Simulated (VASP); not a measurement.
## ScAlN2: relaxation of cell and atoms with PBE

Crystal: ScAlN2.

```
Sc Al N
1.0
     3.01082    0.00000    0.00000
    -1.50541    2.60745    0.00000
     0.00000    0.00000    5.21067
Sc Al N
1 1 2
Direct
  0.00000 0.00000 0.00000
  0.00000 0.00000 0.50000
  0.33333 0.66667 0.27064
  0.66667 0.33333 0.72936
```

```yaml
Program: VASP 6.6.1
Task: relaxation of cell and atoms
Functional: PBE
Potentials_or_basis: VASP PAW PBE potentials, release 64 (Sc_sv, Al, N)
Cutoff: 600 eV
k_mesh: 12 × 12 × 6
Occupations: gaussian, width 0.02 eV
Spin: no spin polarisation
Dipole_correction: no
Further_INCAR_settings: ALGO = Normal; EDIFF = 1e-07; IBRION = 2; EDIFFG = -0.01; NSW = 100; ISIF = 3
```

| Property | Result |
| --- | --- |
| Relaxed volume | 10.24 Å³/atom |
| Relaxed cell | a = 3.011 Å, b = 3.011 Å, c = 5.215 Å, α = 90.00°, β = 90.00°, γ = 120.00° |
| Space group after relaxing (to 0.05 Å) | P-3m1 (No. 164) |
| Energy gained by relaxing | 0.1 meV/atom |
| Ionic steps | 4 |
| Pressure after relaxing | 0.0 GPa |
| Largest force after relaxing | 0.006 eV/Å |
| Band gap on the k mesh | 0.90 eV, indirect (least direct gap 1.69 eV) |

Forces on the atoms (eV/Å):
```
Sc   0.000  0.000  0.000
Al   0.000  0.000  0.000
N    0.000  0.000 -0.006
N    0.000  0.000  0.006
```

The path:
```
step  energy change (eV)  largest force (eV/Å)  pressure (GPa)  volume (Å³)
   1              0.0000                0.0661            0.31        40.91
   2             -0.0002                0.0060           -0.38        41.02
   3             -0.0002                0.0204           -0.13        40.98
   4             -0.0003                0.0062            0.03        40.95
```

Final structure:
```
Sc Al N
1.0
     3.01116    0.00000    0.00000
    -1.50558    2.60774    0.00000
     0.00000    0.00000    5.21486
Sc Al N
1 1 2
Direct
  0.00000 0.00000 0.00000
  0.00000 0.00000 0.50000
  0.33333 0.66667 0.27128
  0.66667 0.33333 0.72872
```

Levels at points of the mesh, in eV from the valence-band top:
```
           k point  band 8  band 9  band 10  band 11  band 12  band 13  band 14  band 15  band 16
(0.00, 0.00, 0.00)   -1.70   -1.70    -0.33     0.00     0.00     1.77     3.30     3.30     4.98
(0.50, 0.00, 0.00)   -4.41   -2.89    -2.62    -1.91    -1.76     0.91     4.97     5.37     6.22
(0.00, 0.00, 0.50)   -3.43   -1.42    -1.42    -0.47    -0.47     2.57     3.23     3.23     5.72
(0.50, 0.00, 0.50)   -5.70   -3.38    -2.62    -1.17    -0.79     0.90     5.03     5.34     5.67
```

Run time: 2.1 min on 1 thread of Intel(R) Xeon(R) Platinum 8488C (Sapphire Rapids), with other jobs on the host, peak memory 0.23 GiB.

A k mesh can miss the band edges. PBE gaps usually lie below the measured ones, often by a third to a half.
